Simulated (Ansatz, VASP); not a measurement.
## Two plane-wave programs on MnSe

```
Mn Se
1.0
     0.00000    2.81135    2.81135
     2.81135    0.00000    2.81135
     2.81135    2.81135    0.00000
Mn Se
1 1
Direct
  0.00000 0.00000 0.00000
  0.75000 0.75000 0.75000
```

Alike in both runs: functional LDA; k mesh 14 × 14 × 14; occupations gaussian, width 0.1 eV; collinear spin.

Ansatz relaxed the structure, and its values are those at the end. VASP's run is a single point on that final structure, the one shown.

|  | VASP | Ansatz |
| --- | --- | --- |
| version | VASP 6.6.1 | Ansatz 0.2.0 |
| potentials or method | VASP PAW LDA potentials, release 64 (Mn_pv, Se), cutoff 520 eV | scalar-relativistic, plane waves, PAW |
| valence electrons in the cell | 19 | 31 |

|  | VASP | Ansatz | Ansatz less VASP |
| --- | --- | --- | --- |
| gap on the k mesh at the Fermi level (eV) | none | none | - |
| pressure (GPa) | -0.8 | 0.0 | +0.81 |
| net moment per atom (μB) | 2.14 | 2.19 | +0.054 |
| size of the moment on the site where the two differ most (μB) | 3.83 | 3.77 | -0.064 |

LDA's correlation is that of Perdew and Zunger in VASP and of Perdew and Wang (1992) in Ansatz. Site moments also hang on the region over which each program counts them. A gap of «none» marks a metal or a gap that the smearing closes. VASP's potentials hold 19 valence electrons a cell and Ansatz's 31, so a difference there can come from the potentials and not from the codes.
